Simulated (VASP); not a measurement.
# CsRb in VASP: further runs

Runs on CsRb. Level: PBE. Tasks: single point.

All numbers are computed with VASP 6.6.1; they aren't measurements. Logs are shortened: lines on timing, memory, paths and dates and some standing lists are left out, and cuts for length are marked.

**1. The cell of the first run**

The cell holds a sheet with vacuum, 2 atoms: a = 7.468 Å, b = 7.468 Å, c = 17.000 Å, α = 90.00°, β = 90.00°, γ = 120.00°.

**2. Single point, PBE**

Contents of INCAR:

```
SYSTEM = CsRb
PREC = Accurate
ENCUT = 520
EDIFF = 1E-6
ISMEAR = 0
SIGMA = 0.1
LREAL = .False.
LASPH = .True.
NELM = 80
ALGO = Normal
ISIF = 2
LWAVE = .False.
LCHARG = .False.
LDIPOL = .True.
IDIPOL = 3
DIPOL = 0.5 0.5 0.500
GGA = PE
NBANDS = 16
```

Contents of KPOINTS:

```
Automatic mesh
0
Gamma
  3 3 1
  0 0 0
```

Contents of POSCAR:

```
CsRb
1.0
    7.4676603000      0.0000000000      0.0000000000
   -3.7338291600      6.4671842500      0.0000000000
    0.0000000000      0.0000000000     17.0000000000
Cs Rb
1 1
Direct
    0.3333333300      0.6666666700      0.4316918300
    0.6666666700      0.3333333300      0.5683081700
```

Potentials or basis: VASP PAW PBE potentials, release 64 (Cs_sv, Rb_sv).

The run is started by

```
cat potpaw_PBE.64/Cs_sv/POTCAR potpaw_PBE.64/Rb_sv/POTCAR > POTCAR
mpirun -np 1 vasp_std > vasp.out
```

OUTCAR:

```text
SYSTEM = CsRb
   PREC = Accurate
   ENCUT = 520
   EDIFF = 1E-6
   ISMEAR = 0
   LREAL = .False.
   LASPH = .True.
   NELM = 80
   ISIF = 2
   GGA = PE

 ion  position               nearest neighbor table
   1  0.333  0.667  0.432-
   2  0.667  0.333  0.568-

  LATTYP: Found a hexagonal cell.
 ALAT       =     7.4676603000
 C/A-ratio  =     2.2764827693

  Lattice vectors:

 A1 = (   7.4676603000,   0.0000000000,   0.0000000000)
 A2 = (  -3.7338291600,   6.4671842500,   0.0000000000)
 A3 = (   0.0000000000,   0.0000000000,  17.0000000000)

Analysis of symmetry for initial positions (statically):
=====================================================================
 Subroutine PRICEL returns:
 Original cell was already a primitive cell.

 Routine SETGRP: Setting up the symmetry group for a
 hexagonal supercell.

 Subroutine GETGRP returns: Found  6 space group operations
 (whereof  6 operations were pure point group operations)
 out of a pool of 24 trial point group operations.

The static configuration has the point symmetry C_3v.

Analysis of symmetry for dynamics (positions and initial velocities):
=====================================================================
 Subroutine PRICEL returns:
 Original cell was already a primitive cell.

 Routine SETGRP: Setting up the symmetry group for a
 hexagonal supercell.

 Subroutine GETGRP returns: Found  6 space group operations
 (whereof  6 operations were pure point group operations)
 out of a pool of 24 trial point group operations.

The dynamic configuration has the point symmetry C_3v.

 Subroutine INISYM returns: Found  6 space group operations
 (whereof  6 operations are pure point group operations),
 and found     1 'primitive' translations

----------------------------------------------------------------------------------------

                                     Primitive cell

  volume of cell :     821.0105

  direct lattice vectors                    reciprocal lattice vectors
     7.467660300  0.000000000  0.000000000     0.133910751  0.077313379  0.000000000
    -3.733829160  6.467184250  0.000000000     0.000000000  0.154626799  0.000000000
     0.000000000  0.000000000 17.000000000     0.000000000  0.000000000  0.058823529

  length of vectors
     7.467660300  7.467660431 17.000000000     0.154626802  0.154626799  0.058823529

  position of ions in fractional coordinates (direct lattice)
     0.333333330  0.666666670  0.431691830
     0.666666670  0.333333330  0.568308170

  ion indices of the primitive-cell ions
   primitive index   ion index
                 1           1
                 2           2

----------------------------------------------------------------------------------------

 KPOINTS: Automatic mesh

Automatic generation of k-mesh.
 Grid dimensions read from file:
 generate k-points for:    3    3    1

 Generating k-lattice:

  Cartesian coordinates                     Fractional coordinates (reciprocal lattice)
     0.044636917  0.025771126  0.000000000     0.333333333  0.000000000  0.000000000
     0.000000000  0.051542266  0.000000000     0.000000000  0.333333333  0.000000000
     0.000000000  0.000000000  0.058823529     0.000000000  0.000000000  1.000000000

  Length of vectors
     0.051542267  0.051542266  0.058823529

  Shift w.r.t. Gamma in fractional coordinates (k-lattice)
     0.000000000  0.000000000  0.000000000

 Subroutine IBZKPT returns following result:
 ===========================================

 Found      3 irreducible k-points:

 Following reciprocal coordinates:
            Coordinates               Weight
  0.000000  0.000000  0.000000      1.000000
  0.333333  0.000000  0.000000      6.000000
  0.333333  0.333333  0.000000      2.000000
   k-points           NKPTS =      3   k-points in BZ     NKDIM =      3   number of bands    NBANDS=     16
   number of dos      NEDOS =    301   number of ions     NIONS =      2
   total plane-waves  NPLWV = 395136
   dimension x,y,z NGX =    56 NGY =   56 NGZ =  126
   dimension x,y,z NGXF=   112 NGYF=  112 NGZF=  252
   ions per type =               1   1
   NGX,Y,Z   is equivalent  to a cutoff of  12.47, 12.47, 12.32 a.u.
   NGXF,Y,Z  is equivalent  to a cutoff of  24.93, 24.93, 24.64 a.u.
 SYSTEM =  CsRb
   PREC   = accura    normal or accurate (medium, high low for compatibility)
   ISTART =      0    job   : 0-new  1-cont  2-samecut
   ICHARG =      2    charge: 1-file 2-atom 10-const
   ISPIN  =      1    spin polarized calculation?
   LNONCOLLINEAR =      F non collinear calculations
   LSORBIT =      F    spin-orbit coupling
   LASPH  =      T    aspherical Exc in radial PAW
   ENCUT  =  520.0 eV  38.22 Ry    6.18 a.u.  13.88 13.88 31.61*2*pi/ulx,y,z
   NELM   =     80;   NELMIN=  2; NELMDL= -5     # of ELM steps
   EDIFF  = 0.1E-05   stopping-criterion for ELM
   LREAL  =      F    real-space projection
   EDIFFG = 0.1E-04   stopping-criterion for IOM
   NSW    =      0    number of steps for IOM
   IBRION =     -1    ionic relax: 0-MD 1-quasi-New 2-CG
   NFREE  =      0    steps in history (QN), initial steepest desc. (CG)
   ISIF   =      2    stress and relaxation
   ISYM   =      2    0-nonsym 1-usesym 2-fastsym
   POTIM  = 0.5000    time-step for ionic-motion
   TEBEG  =    0.0;   TEEND  =   0.0 temperature during run
   PSTRESS=    0.0 pullay stress
   NELECT =      18.0000    total number of electrons
   NUPDOWN=      -1.0000    fix difference up-down
   EMIN   =  10.00;   EMAX   =-10.00  energy-range for DOS
   EFERMI =   0.00;   METHOD = LEGACY
   ISMEAR =     0;   SIGMA  =   0.10  broadening in eV -4-tet -1-fermi 0-gaus
   EFERMI_NEDOS =   21; number of points for ismear=-14 and -15
   IALGO  =     38    algorithm
   IMIX   =      4    mixing-type and parameters
     AMIX     =   0.40;   BMIX     =  1.00
     AMIX_MAG =   1.60;   BMIX_MAG =  1.00
  volume/ion in A,a.u.               =     410.51      2770.23
  Fermi-wavevector in a.u.,A,eV,Ry     =   0.458194  0.865861  2.856431  0.209942
  Thomas-Fermi vector in A             =   1.443373
   LORBIT       =      0    0 simple, 1 ext, 2 COOP (PROOUT), +10 PAW based schemes
   GGA     = PE    functional components
   LHFCALC =     F    Hartree Fock is set to
   AEXX    =    0.0000 exact exchange contribution
   IVDW    =     0    specifies the selected vdW correction
   LEPSILON=     F    determine dielectric tensor
   LRPA    =     F    only Hartree local field effects (RPA)
 non-spin polarized calculation
 Gauss-broadening in eV      SIGMA  =   0.10
  energy-cutoff  :      520.00
  volume of cell :      821.01
 maximum number of plane-waves:     22134
 NGX is ok and might be reduce to    56
   NGX = 27   NGY = 27   NGZ = 63

 number of electron      18.0000000 magnetization

 dipolmoment           0.000000      0.000000      0.073594 electrons x Angstroem

 Free energy of the ion-electron system (eV)
  ---------------------------------------------------
  ext. energy  EPLUGINS =         0.00000000
  ---------------------------------------------------
  free energy    TOTEN  =        -1.19606711 eV

  energy without entropy =       -1.18569762  energy(sigma->0) =       -1.19088236

 E-fermi :  -1.2073     XC(G=0):  -2.2087

 val. band max:       -1.3016769043   @ k =   0.3333   0.3333   0.0000
 cond. band min:      -1.1121517193   @ k =   0.3333   0.3333   0.0000
 fundamental gap:      0.1895251850
 Fermi energy:        -1.2072669315

 k-point     1 :       0.0000    0.0000    0.0000
  band No.  band energies     occupation
      1     -30.5791      2.00000
      2     -25.7158      2.00000
      3     -14.6602      2.00000
      4     -14.6598      2.00000
      5     -14.6598      2.00000
      6     -12.5418      2.00000
[... 8 lines left out ...]
     15       0.4718      0.00000
     16       0.4718      0.00000

 k-point     2 :       0.3333    0.0000    0.0000
  band No.  band energies     occupation
      1     -30.5791      2.00000
      2     -25.7158      2.00000
      3     -14.6603      2.00000
      4     -14.6601      2.00000
      5     -14.6600      2.00000
      6     -12.5413      2.00000
[... 8 lines left out ...]
     15       0.3634      0.00000
     16       0.6479      0.00000

 k-point     3 :       0.3333    0.3333    0.0000
  band No.  band energies     occupation
      1     -30.5791      2.00000
      2     -25.7158      2.00000
      3     -14.6603      2.00000
      4     -14.6603      2.00000
      5     -14.6601      2.00000
      6     -12.5411      2.00000
[... 8 lines left out ...]
     15       0.5955      0.00000
     16       0.7122      0.00000

------------------------ aborting loop because EDIFF is reached ----------------------------------------

 vacuum level on the upper side and lower side of the slab       (xc-potential included)        -0.130        -0.313

  FORCE on cell =-STRESS in cart. coord.  units (eV):
  Direction    XX          YY          ZZ          XY          YZ          ZX
  --------------------------------------------------------------------------------------
  -------------------------------------------------------------------------------------
  Total       -0.2447755     -0.2447755      0.0334260     -0.0000000      0.0000000      0.0000000
  in kB       -0.4776720     -0.4776721      0.0652299     -0.0000001      0.0000000      0.0000000
  external PRESSURE =      -0.2967047 kB  Pullay stress =       0.0000000 kB

 VOLUME and BASIS-vectors are now :
 -----------------------------------------------------------------------------
  energy-cutoff  :      520.00
  volume of cell :      821.01
      direct lattice vectors                 reciprocal lattice vectors
     7.467660300  0.000000000  0.000000000     0.133910751  0.077313379  0.000000000
    -3.733829160  6.467184250  0.000000000     0.000000000  0.154626799  0.000000000
     0.000000000  0.000000000 17.000000000     0.000000000  0.000000000  0.058823529

 POSITION                                       TOTAL-FORCE (eV/Angst)
 -----------------------------------------------------------------------------------
      0.00000      4.31146      7.33876        -0.000000      0.000000     -0.019164
      3.73383      2.15573      9.66124         0.000000      0.000000      0.019164
 -----------------------------------------------------------------------------------
    total drift:                               -0.000002      0.000001      0.000592

  FREE ENERGIE OF THE ION-ELECTRON SYSTEM (eV)
  ---------------------------------------------------
  free  energy   TOTEN  =        -1.1960671126 eV

  energy  without entropy=       -1.1856976160  energy(sigma->0) =       -1.19088236

 vacuum level on the upper side and lower side of the slab         0.462         0.138
```

It took 2.1 min on 1 thread of Intel Xeon 8259CL, shared host; peak memory 0.74 GiB.

What came out:

```yaml
Free_energy: -1.1961 eV
Largest_force: 0.019 eV/Å
```

Forces on the atoms (eV/Å):
```
Cs   0.000  0.000 -0.019
Rb   0.000  0.000  0.019
```

Caveat: spin-orbit coupling is left out, which moves the levels of the heavy elements.

**3. Single point, PBE**

This run uses another cell than the first one.

Contents of INCAR:

```
PREC = Accurate
ENCUT = 520
EDIFF = 1E-6
ISMEAR = 0
SIGMA = 0.1
LREAL = False
LASPH = True
NELM = 60
ALGO = Normal
ISIF = 2
LWAVE = False
LCHARG = True
LDIPOL = True
IDIPOL = 3
DIPOL = 0.5 0.5 0.299
GGA = PE
LELF = True
LVHAR = True
LVACPOTAV = True
NBANDS = 16
```

Contents of KPOINTS:

```
Automatic mesh
0
Gamma
  3 3 1
```

Contents of POSCAR:

```
CsRb
1.0
    7.4676607176     -0.0000005716      0.0000000000
   -3.7338298638      6.4671841741      0.0000000000
    0.0000000000      0.0000000000     28.4449555600
Cs Rb
1 1
Direct
    0.3333333333      0.6666666667      0.2579986843
    0.6666666667      0.3333333333      0.3396468266
```

Potentials or basis: VASP PAW PBE potentials, release 64 (Cs_sv, Rb_sv).

The run is started by

```
cat potpaw_PBE.64/Cs_sv/POTCAR potpaw_PBE.64/Rb_sv/POTCAR > POTCAR
mpirun -np 1 vasp_std > vasp.out
```

Wall time 6 min (1 thread of Intel Xeon 8259CL, shared host); peak memory 1.1 GiB.

It converged, with:

```yaml
Free_energy: -1.1957 eV
Largest_force: 0.019 eV/Å
```

Forces in eV/Å, atoms in the order of the input:
```
Cs   0.000  0.000 -0.019
Rb   0.000  0.000  0.019
```

Levels at points of the mesh, in eV from the Fermi level:
| k point | band 7 | band 8 | band 9 | band 10 | band 11 | band 12 |
| --- | --- | --- | --- | --- | --- | --- |
| (0.00, 0.00, 0.00) | -11.28 | -11.28 | -1.19 | 0.19 | 1.08 | 1.41 |

Caveat: spin-orbit coupling is left out, which moves the levels of the heavy elements.

**4. Single point, PBE**

This run uses another cell than the first one.

Contents of INCAR:

```
  ALGO = Normal
  DIPOL = 0.5 0.5 0.299
  EDIFF = 1E-6
  ENCUT = 520
  GGA = PE
  IDIPOL = 3
  ISIF = 2
  ISMEAR = 0
  LASPH = True
  LCHARG = True
  LDIPOL = True
  LELF = True
  LREAL = False
  LVACPOTAV = True
  LVHAR = True
  LWAVE = False
  NBANDS = 16
  NELM = 60
  PREC = Accurate
  SIGMA = 0.01
```

Contents of KPOINTS:

```
k-points
0
Gamma
  6 6 1
```

POSCAR is that of step 3.

Potentials or basis: VASP PAW PBE potentials, release 64 (Cs_sv, Rb_sv).

The run is started by

```
cat potpaw_PBE.64/Cs_sv/POTCAR potpaw_PBE.64/Rb_sv/POTCAR > POTCAR
mpirun -np 1 vasp_std > vasp.out
```

OUTCAR:

```text
EDIFF = 1E-6
   ENCUT = 520
   GGA = PE
   ISIF = 2
   ISMEAR = 0
   LASPH = True
   LREAL = False
   NELM = 60
   PREC = Accurate

 ion  position               nearest neighbor table
   1  0.333  0.667  0.258-
   2  0.667  0.333  0.340-

  LATTYP: Found a hexagonal cell.
 ALAT       =     7.4676607176
 C/A-ratio  =     3.8090851521

  Lattice vectors:

 A1 = (   7.4676607176,  -0.0000005716,   0.0000000000)
 A2 = (  -3.7338298638,   6.4671841741,   0.0000000000)
 A3 = (   0.0000000000,   0.0000000000,  28.4449555600)

Analysis of symmetry for initial positions (statically):
=====================================================================
 Subroutine PRICEL returns:
 Original cell was already a primitive cell.

 Routine SETGRP: Setting up the symmetry group for a
 hexagonal supercell.

 Subroutine GETGRP returns: Found  6 space group operations
 (whereof  6 operations were pure point group operations)
 out of a pool of 24 trial point group operations.

The static configuration has the point symmetry C_3v.

Analysis of symmetry for dynamics (positions and initial velocities):
[... 145 lines left out ...]

 E-fermi :  -1.4958     XC(G=0):  -1.3461

 val. band max:       -1.5531112753   @ k =   0.3333   0.3333   0.0000
 cond. band min:      -1.4400703191   @ k =   0.5000   0.0000   0.0000
 fundamental gap:      0.1130409562
 Fermi energy:        -1.4958364087

 k-point     1 :       0.0000    0.0000    0.0000
  band No.  band energies     occupation
      1     -30.8759      2.00000
      2     -25.9232      2.00000
      3     -14.9593      2.00000
      4     -14.9532      2.00000
      5     -14.9532      2.00000
      6     -12.7458      2.00000
[... 110 lines left out ...]
      3     -14.9595      2.00000
      4     -14.9537      2.00000
      5     -14.9535      2.00000
      6     -12.7451      2.00000
[... 8 lines left out ...]
     15       0.3648      0.00000
     16       0.4942      0.00000

------------------------ aborting loop because EDIFF is reached ----------------------------------------

  FORCE on cell =-STRESS in cart. coord.  units (eV):
  Direction    XX          YY          ZZ          XY          YZ          ZX
  --------------------------------------------------------------------------------------
  -------------------------------------------------------------------------------------
  Total       -0.2754303     -0.2754303      0.0369408      0.0000000      0.0000000      0.0000000
  in kB       -0.3212308     -0.3212308      0.0430836      0.0000000      0.0000000      0.0000000
  external PRESSURE =      -0.1997927 kB  Pullay stress =       0.0000000 kB

 VOLUME and BASIS-vectors are now :
 -----------------------------------------------------------------------------
  energy-cutoff  :      520.00
  volume of cell :     1373.74
      direct lattice vectors                 reciprocal lattice vectors
     7.467660718 -0.000000572  0.000000000     0.133910750  0.077313394  0.000000000
    -3.733829864  6.467184174  0.000000000     0.000000012  0.154626808  0.000000000
     0.000000000  0.000000000 28.444955560     0.000000000  0.000000000  0.035155618

 POSITION                                       TOTAL-FORCE (eV/Angst)
 -----------------------------------------------------------------------------------
      0.00000      4.31146      7.33876        -0.000000      0.000000     -0.018470
      3.73383      2.15573      9.66124         0.000000     -0.000000      0.018470
 -----------------------------------------------------------------------------------
    total drift:                               -0.000000      0.000000      0.000346

  FREE ENERGIE OF THE ION-ELECTRON SYSTEM (eV)
  ---------------------------------------------------
  free  energy   TOTEN  =        -1.2133664325 eV

  energy  without entropy=       -1.2133664325  energy(sigma->0) =       -1.21336643

 vacuum level on the upper side and lower side of the slab         0.485         0.239
```

Run time: 7.8 min. Hardware: 1 thread of Intel Xeon 8259CL, shared host; peak memory 1.2 GiB.

Results:

```yaml
Free_energy: -1.2134 eV
Largest_force: 0.018 eV/Å
```

Forces on the atoms (eV/Å):
```
Cs   0.000  0.000 -0.018
Rb   0.000  0.000  0.018
```

Levels at points of the mesh, in eV from the Fermi level:
| k point | band 5 | band 6 | band 7 | band 8 | band 9 | band 10 | band 11 | band 12 | band 13 | band 14 |
| --- | --- | --- | --- | --- | --- | --- | --- | --- | --- | --- |
| (0.00, 0.00, 0.00) | -13.46 | -11.25 | -11.20 | -11.20 | -1.15 | 0.23 | 1.14 | 1.46 | 1.46 | 1.60 |
| (0.50, 0.00, 0.00) | -13.46 | -11.25 | -11.21 | -11.21 | -0.32 | 0.06 | 0.89 | 1.06 | 1.24 | 1.61 |

Caveat: spin-orbit coupling is left out, which moves the levels of the heavy elements.

**5. Overview**

| cell | k mesh | smearing | largest force (eV/Å) |
| --- | --- | --- | --- |
| a = 7.468, b = 7.468, c = 17.000 Å, angles 90.0, 90.0, 120.0°, 2 atoms | 3 × 3 × 1 | gaussian 0.1 eV | 0.02 |
| a = 7.468, b = 7.468, c = 28.445 Å, angles 90.0, 90.0, 120.0°, 2 atoms | 3 × 3 × 1 | gaussian 0.1 eV | 0.02 |
| a = 7.468, b = 7.468, c = 28.445 Å, angles 90.0, 90.0, 120.0°, 2 atoms | 6 × 6 × 1 | gaussian 0.01 eV | 0.02 |

Alike in all rows: task single point; level PBE; potentials or basis VASP PAW PBE potentials, release 64 (Cs_sv, Rb_sv); no spin polarisation; cutoff (eV) 520.

Caveats: spin-orbit coupling is left out, which moves the levels of the heavy elements.

Absolute energies hang on the potentials; compare differences alone.
